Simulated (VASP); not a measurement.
# Pd3PtSe4 (P4_2/m) in VASP: further runs

Pd3PtSe4 is run at these levels: PBE; tasks: single point, relaxation of cell and atoms.

Program: VASP 6.6.1. These are calculated values, not measurements. Logs are shortened: lines on timing, memory, paths and dates and some standing lists are left out, and cuts for length are marked.

## Step 1: The cell of the first run

The structure is tetragonal, space group P4_2/m (No. 84). The conventional cell has a = 6.828 Å, b = 6.828 Å, c = 7.064 Å, α = 90.00°, β = 90.00°, γ = 90.00°. Within 3.4 Å of Pd (site symmetry m) lie 4 Se at 2.50 Å and 1 Pd at 3.30 Å. Pd (site symmetry -4) has 4 Se at 2.49 Å within 3.3 Å. Pt (site symmetry 2/m) has 4 Se at 2.45 Å within 3.2 Å. Se (site symmetry 1) has 1 Pt at 2.45 Å and 3 Pd at 2.49 to 2.50 Å and 1 Se at 3.21 Å within 3.3 Å.

## Step 2: Single point, PBE

INCAR reads:

```
SYSTEM = Pd3PtSe4
PREC     = Accurate       ! precision mode
ENCUT    = 520            ! plane-wave cutoff, eV
EDIFF    = 1E-6           ! SCF threshold, eV
ISMEAR   = 0              ! smearing method
SIGMA    = 0.15           ! smearing width, eV
LREAL    = Auto         
LASPH    = .TRUE.         ! aspherical terms in the spheres
NELM     = 100            ! most SCF steps
ALGO     = Normal         ! electronic algorithm
ISIF     = 2              ! what is computed and relaxed
LWAVE    = .FALSE.        ! write WAVECAR
LCHARG   = .FALSE.        ! write CHGCAR
GGA      = PE             ! functional
NBANDS   = 78             ! bands
```

KPOINTS reads:

```
Automatic mesh
0
G
  2 2 2
  0 0 0
```

POSCAR reads:

```
Pd3PtSe4
1.0
    6.8275244719      0.0000000000      0.0000000000
    0.0000000000      6.8275244719      0.0000000000
    0.0000000000      0.0000000000      7.0639791619
Pd Pt Se
6 2 8
Direct
    0.2603654743      0.5322935653      0.5000000000
    0.7396345257      0.4677064347      0.5000000000
    0.5322935653      0.7396345257      0.0000000000
    0.4677064347      0.2603654743      0.0000000000
    0.0000000000      0.0000000000      0.7500000000
    0.0000000000      0.0000000000      0.2500000000
    0.0000000000      0.5000000000      0.0000000000
    0.5000000000      0.0000000000      0.5000000000
    0.1921768183      0.3097551793      0.7727644197
    0.1921768183      0.3097551793      0.2272355803
    0.8078231817      0.6902448207      0.2272355803
    0.8078231817      0.6902448207      0.7727644197
    0.3097551793      0.8078231817      0.2727644197
    0.3097551793      0.8078231817      0.7272355803
    0.6902448207      0.1921768183      0.7272355803
    0.6902448207      0.1921768183      0.2727644197
```

Potentials or basis: VASP PAW PBE potentials, release 64 (Pd, Pt, Se).

On the command line:

```
$ cat potpaw_PBE.64/Pd/POTCAR potpaw_PBE.64/Pt/POTCAR potpaw_PBE.64/Se/POTCAR > POTCAR
$ mpirun -np 1 vasp_std > vasp.out
```

OUTCAR:

```text
SYSTEM = Pd3PtSe4
   PREC = Accurate
   ENCUT = 520
   EDIFF = 1E-6
   ISMEAR = 0
   LREAL = Auto
   LASPH = .TRUE.
   NELM = 100
   ISIF = 2
   GGA = PE

 ion  position               nearest neighbor table
   1  0.260  0.532  0.500-  13 2.50  14 2.50   9 2.50  10 2.50   2 3.30
   2  0.740  0.468  0.500-  15 2.50  16 2.50  11 2.50  12 2.50   1 3.30
   3  0.532  0.740  0.000-  11 2.50  12 2.50  13 2.50  14 2.50   4 3.30
   4  0.468  0.260  0.000-   9 2.50  10 2.50  15 2.50  16 2.50   3 3.30
   5  0.000  0.000  0.750-   9 2.49  12 2.49  14 2.49  15 2.49
   6  0.000  0.000  0.250-  10 2.49  11 2.49  13 2.49  16 2.49
   7  0.000  0.500  0.000-   9 2.45  10 2.45  11 2.45  12 2.45
   8  0.500  0.000  0.500-  13 2.45  14 2.45  15 2.45  16 2.45
   9  0.192  0.310  0.773-   7 2.45   5 2.49   4 2.50   1 2.50
  10  0.192  0.310  0.227-   7 2.45   6 2.49   4 2.50   1 2.50
  11  0.808  0.690  0.227-   7 2.45   6 2.49   3 2.50   2 2.50
  12  0.808  0.690  0.773-   7 2.45   5 2.49   3 2.50   2 2.50
  13  0.310  0.808  0.273-   8 2.45   6 2.49   1 2.50   3 2.50
  14  0.310  0.808  0.727-   8 2.45   5 2.49   1 2.50   3 2.50
  15  0.690  0.192  0.727-   8 2.45   5 2.49   2 2.50   4 2.50
  16  0.690  0.192  0.273-   8 2.45   6 2.49   2 2.50   4 2.50

  LATTYP: Found a simple tetragonal cell.
 ALAT       =     6.8275244719
 C/A-ratio  =     1.0346325657

  Lattice vectors:

 A1 = (   6.8275244719,   0.0000000000,   0.0000000000)
 A2 = (   0.0000000000,   6.8275244719,   0.0000000000)
 A3 = (   0.0000000000,   0.0000000000,   7.0639791619)

Analysis of symmetry for initial positions (statically):
=====================================================================
 Subroutine PRICEL returns:
 Original cell was already a primitive cell.

 Routine SETGRP: Setting up the symmetry group for a
 simple tetragonal supercell.

 Subroutine GETGRP returns: Found  8 space group operations
 (whereof  4 operations were pure point group operations)
 out of a pool of 16 trial point group operations.

The static configuration has the point symmetry C_2h.
 The point group associated with its full space group is C_4h.

Analysis of symmetry for dynamics (positions and initial velocities):
=====================================================================
 Subroutine PRICEL returns:
 Original cell was already a primitive cell.

 Routine SETGRP: Setting up the symmetry group for a
 simple tetragonal supercell.

 Subroutine GETGRP returns: Found  8 space group operations
 (whereof  4 operations were pure point group operations)
[... 119 lines left out ...]
   ISYM   =      2    0-nonsym 1-usesym 2-fastsym
   POTIM  = 0.5000    time-step for ionic-motion
   TEBEG  =    0.0;   TEEND  =   0.0 temperature during run
   PSTRESS=    0.0 pullay stress
   NELECT =     128.0000    total number of electrons
   NUPDOWN=      -1.0000    fix difference up-down
   EMIN   =  10.00;   EMAX   =-10.00  energy-range for DOS
   EFERMI =   0.00;   METHOD = LEGACY
   ISMEAR =     0;   SIGMA  =   0.15  broadening in eV -4-tet -1-fermi 0-gaus
   EFERMI_NEDOS =   21; number of points for ismear=-14 and -15
   IALGO  =     38    algorithm
   IMIX   =      4    mixing-type and parameters
     AMIX     =   0.40;   BMIX     =  1.00
     AMIX_MAG =   1.60;   BMIX_MAG =  1.00
  volume/ion in A,a.u.               =      20.58       138.88
  Fermi-wavevector in a.u.,A,eV,Ry     =   1.194775  2.257798 19.422148  1.427488
  Thomas-Fermi vector in A             =   2.330757
   LORBIT       =      0    0 simple, 1 ext, 2 COOP (PROOUT), +10 PAW based schemes
   GGA     = PE    functional components
   LHFCALC =     F    Hartree Fock is set to
   AEXX    =    0.0000 exact exchange contribution
   IVDW    =     0    specifies the selected vdW correction
   LEPSILON=     F    determine dielectric tensor
   LRPA    =     F    only Hartree local field effects (RPA)
 non-spin polarized calculation
 Gauss-broadening in eV      SIGMA  =   0.15
  energy-cutoff  :      520.00
  volume of cell :      329.29
 maximum number of plane-waves:      8907
 NGX is ok and might be reduce to    54
   NGX = 25   NGY = 25   NGZ = 27

 number of electron     128.0000011 magnetization

 Free energy of the ion-electron system (eV)
  ---------------------------------------------------
  ext. energy  EPLUGINS =         0.00000000
  ---------------------------------------------------
  free energy    TOTEN  =       -76.62905741 eV

  energy without entropy =      -76.59126232  energy(sigma->0) =      -76.61015986

 E-fermi :   5.2881     XC(G=0): -10.6124

 val. band max:        5.2212383712   @ k =   0.0000   0.0000   0.5000
 cond. band min:       5.6455695005   @ k =   0.5000   0.0000   0.5000
 fundamental gap:      0.4243311293
 Fermi energy:         5.2881390398

 k-point     1 :       0.0000    0.0000    0.0000
  band No.  band energies     occupation
      1      -8.9828      2.00000
      2      -7.9098      2.00000
      3      -7.8865      2.00000
      4      -7.8865      2.00000
      5      -7.8733      2.00000
      6      -7.4791      2.00000
[... 463 lines left out ...]
     75      10.7285      0.00000
     76      10.7285      0.00000
 [bands above 76 left out]

------------------------ aborting loop because EDIFF is reached ----------------------------------------

  FORCE on cell =-STRESS in cart. coord.  units (eV):
  Direction    XX          YY          ZZ          XY          YZ          ZX
  --------------------------------------------------------------------------------------
  -------------------------------------------------------------------------------------
  Total        0.1107022      0.1107022      0.1828222     -0.0000008      0.0000000      0.0000000
  in kB        0.5386305      0.5386305      0.8895359     -0.0000040      0.0000000      0.0000000
  external PRESSURE =       0.6555990 kB  Pullay stress =       0.0000000 kB

 VOLUME and BASIS-vectors are now :
 -----------------------------------------------------------------------------
  energy-cutoff  :      520.00
  volume of cell :      329.29
      direct lattice vectors                 reciprocal lattice vectors
     6.827524472  0.000000000  0.000000000     0.146465971  0.000000000  0.000000000
     0.000000000  6.827524472  0.000000000     0.000000000  0.146465971  0.000000000
     0.000000000  0.000000000  7.063979162     0.000000000  0.000000000  0.141563272

 POSITION                                       TOTAL-FORCE (eV/Angst)
 -----------------------------------------------------------------------------------
      1.77765      3.63425      3.53199         0.007269      0.000104      0.000000
      5.04987      3.19328      3.53199        -0.007269     -0.000104     -0.000000
      3.63425      5.04987      0.00000         0.000104     -0.007269      0.000000
      3.19328      1.77765      0.00000        -0.000104      0.007269     -0.000000
      0.00000      0.00000      5.29798         0.000000     -0.000000      0.000000
      0.00000      0.00000      1.76599         0.000000     -0.000000     -0.000000
[... 8 lines left out ...]
      4.71266      1.31209      5.13718         0.002739     -0.004033      0.020806
      4.71266      1.31209      1.92680         0.002739     -0.004033     -0.020806
 -----------------------------------------------------------------------------------
    total drift:                                0.000000     -0.000000      0.000000

  FREE ENERGIE OF THE ION-ELECTRON SYSTEM (eV)
  ---------------------------------------------------
  free  energy   TOTEN  =       -76.6290574055 eV

  energy  without entropy=      -76.5912623215  energy(sigma->0) =      -76.61015986
```

stdout:

```text
POSCAR found type information on POSCAR PdPtSe
 POSCAR found :  3 types and      16 ions
 scaLAPACK will be used
 LDA part: xc-table for (Slater+PW92), standard interpolation
 POSCAR, INCAR and KPOINTS ok, starting setup
 FFT: planning ... GRIDC
 FFT: planning ... GRID_SOFT
 FFT: planning ... GRID
 WAVECAR not read
 entering main loop
```

Run time: 7.4 min. Hardware: 1 thread of Intel Xeon Platinum 8488C (Sapphire Rapids), shared host; peak memory 0.45 GiB.

Results:

- Free energy: -76.6291 eV
- Pressure: 0.1 GPa
- Largest force: 0.021 eV/Å
- Band gap on the k mesh: zero (bands 64 and 65 overlap by 0.25 eV)

Forces in eV/Å, atoms in the order of the input:
```
Pd   0.007  0.000  0.000
Pd  -0.007  0.000  0.000
Pd   0.000 -0.007  0.000
Pd   0.000  0.007  0.000
Pd   0.000  0.000  0.000
Pd   0.000  0.000  0.000
Pt   0.000  0.000  0.000
Pt   0.000  0.000  0.000
Se  -0.004 -0.003 -0.021
Se  -0.004 -0.003  0.021
Se   0.004  0.003  0.021
Se   0.004  0.003 -0.021
Se  -0.003  0.004 -0.021
Se  -0.003  0.004  0.021
Se   0.003 -0.004  0.021
Se   0.003 -0.004 -0.021
```

Levels at points of the mesh, in eV from the Fermi level:
```csv
k point,band 62,band 63,band 64,band 65,band 66,band 67
"(0.00, 0.00, 0.00)",-0.39,-0.39,-0.34,-0.32,2.26,2.33
"(0.50, 0.00, 0.00)",-0.42,-0.28,-0.09,1.05,1.18,1.45
"(0.50, 0.50, 0.00)",-0.63,-0.30,-0.30,0.79,0.91,1.16
"(0.00, 0.00, 0.50)",-0.46,-0.07,-0.07,0.80,0.80,1.54
"(0.50, 0.00, 0.50)",-0.64,-0.35,-0.19,0.36,0.78,1.40
"(0.50, 0.50, 0.50)",-0.43,-0.29,-0.29,0.45,0.45,0.63
```

Caveat: the k points lie up to 0.46 Å⁻¹ apart; spin-orbit coupling is left out, which moves the levels of the heavy elements.

## Step 3: Relaxation of cell and atoms, PBE

This run uses another cell than the first one, of 20.71 Å³/atom.

INCAR reads:

```
SYSTEM = Pd3PtSe4
PREC = Accurate
ENCUT = 600
EDIFF = 1E-6
ISMEAR = 0
SIGMA = 0.15
LREAL = Auto
LASPH = .True.
NELM = 100
ALGO = Normal
ISIF = 3
LWAVE = .False.
LCHARG = .False.
GGA = PE
IBRION = 2
NSW = 36
EDIFFG = -0.08
```

KPOINTS reads:

```
regular mesh
0
Gamma
  2 2 2
  0 0 0
```

POSCAR reads:

```
Pd3PtSe4
1.0
    6.8600000000      0.0000000000      0.0000000000
    0.0000000000      6.8600000000      0.0000000000
    0.0000000000      0.0000000000      7.0400000000
Pd Pt Se
6 2 8
Direct
    0.2500000000      0.5250000000      0.5000000000
    0.7500000000      0.4750000000      0.5000000000
    0.5250000000      0.7500000000      0.0000000000
    0.4750000000      0.2500000000      0.0000000000
    0.0000000000      0.0000000000      0.7500000000
    0.0000000000      0.0000000000      0.2500000000
    0.0000000000      0.5000000000      0.0000000000
    0.5000000000      0.0000000000      0.5000000000
    0.1900000000      0.3200000000      0.7700000000
    0.1900000000      0.3200000000      0.2300000000
    0.8100000000      0.6800000000      0.2300000000
    0.8100000000      0.6800000000      0.7700000000
    0.3200000000      0.8100000000      0.2700000000
    0.3200000000      0.8100000000      0.7300000000
    0.6800000000      0.1900000000      0.7300000000
    0.6800000000      0.1900000000      0.2700000000
```

Potentials or basis: VASP PAW PBE potentials, release 64 (Pd, Pt, Se).

On the command line:

```
$ cat potpaw_PBE.64/Pd/POTCAR potpaw_PBE.64/Pt/POTCAR potpaw_PBE.64/Se/POTCAR > POTCAR
$ mpirun -np 1 vasp_std > vasp.out
```

Run time: 37 min. Hardware: 1 thread of Intel Xeon Platinum 8488C (Sapphire Rapids), shared host; peak memory 0.54 GiB.

Results (log left out):

```
Free energy                           : -76.6317 eV
Relaxed volume                        : 20.58 Å³/atom
Relaxed cell                          : a = 6.837 Å, b = 6.837 Å, c = 7.045 Å, α = 90.00°, β = 90.00°, γ = 90.00°
Space group after relaxing (to 0.1 Å) : P4_2/m (No. 84)
Energy gained by relaxing             : 34.2 meV/atom
Ionic steps                           : 8
Pressure after relaxing               : 0.1 GPa
Largest force after relaxing          : 0.073 eV/Å
Band gap on the k mesh                : zero (bands 64 and 65 overlap by 0.23 eV)
```

Forces on the atoms (eV/Å):
```
Pd   0.073 -0.004  0.000
Pd  -0.073  0.004  0.000
Pd  -0.004 -0.073  0.000
Pd   0.004  0.073  0.000
Pd   0.000  0.000  0.000
Pd   0.000  0.000  0.000
Pt   0.000  0.000  0.000
Pt   0.000  0.000  0.000
Se  -0.008 -0.018  0.024
Se  -0.008 -0.018 -0.024
Se   0.008  0.018 -0.024
Se   0.008  0.018  0.024
Se  -0.018  0.008  0.024
Se  -0.018  0.008 -0.024
Se   0.018 -0.008 -0.024
Se   0.018 -0.008  0.024
```

Stress tensor (GPa, compression positive):
```
0.00 0.00 0.00
0.00 0.00 0.00
0.00 0.00 0.25
```

The path:
```
step  energy change (eV)  largest force (eV/Å)  pressure (GPa)  volume (Å³)
   1              0.0000                1.3579            0.59       331.30
   2             -0.4944                0.1831           -1.40       334.92
   3             -0.4961                0.1456           -1.48       335.16
   4             -0.5090                0.2395            1.43       326.12
   5             -0.5267                0.1636            0.14       329.96
   6             -0.5381                0.1292            0.11       329.76
   7             -0.5471                0.0809            0.09       329.39
   8             -0.5473                0.0734            0.08       329.32
```

Final structure:
```
Pd Pt Se
1.0
     6.83725    0.00000    0.00000
     0.00000    6.83725    0.00000
     0.00000    0.00000    7.04469
Pd Pt Se
6 2 8
Cartesian
  1.7584 3.6452 3.5223
  5.0788 3.1920 3.5223
  3.6452 5.0788 7.0447
  3.1920 1.7584 7.0447
  0.0000 6.8372 5.2835
  0.0000 6.8372 1.7612
  0.0000 3.4186 7.0447
  3.4186 6.8372 3.5223
  1.3106 2.1160 5.4397
  1.3106 2.1160 1.6050
  5.5267 4.7213 1.6050
  5.5267 4.7213 5.4397
  2.1160 5.5267 1.9173
  2.1160 5.5267 5.1274
  4.7213 1.3106 5.1274
  4.7213 1.3106 1.9173
```

Levels at points of the mesh, in eV from the Fermi level:
```tsv
k point	band 60	band 61	band 62	band 63	band 64	band 65	band 66	band 67	band 68	band 69
(0.00, 0.00, 0.00)	-0.75	-0.57	-0.39	-0.39	-0.32	-0.30	2.31	2.35	2.35	2.47
(0.50, 0.00, 0.00)	-0.47	-0.40	-0.40	-0.27	-0.09	1.07	1.17	1.45	1.50	2.35
(0.50, 0.50, 0.00)	-0.83	-0.83	-0.63	-0.30	-0.30	0.79	0.93	1.18	1.80	1.80
(0.00, 0.00, 0.50)	-0.50	-0.44	-0.44	-0.07	-0.07	0.82	0.82	1.56	1.56	2.26
(0.50, 0.00, 0.50)	-0.68	-0.65	-0.61	-0.36	-0.18	0.35	0.80	1.41	1.43	1.50
(0.50, 0.50, 0.50)	-0.53	-0.44	-0.44	-0.29	-0.29	0.48	0.48	0.64	0.64	0.70
```

Caveat: the k points lie up to 0.46 Å⁻¹ apart in the final cell; spin-orbit coupling is left out, which moves the levels of the heavy elements; the relaxation stopped at a loose force limit of 0.08 eV/Å, so its end isn't a converged minimum.

(Continued in part 2 of 2.)

The gap in the log of VASP goes by the Fermi energy; the results here count the filled bands.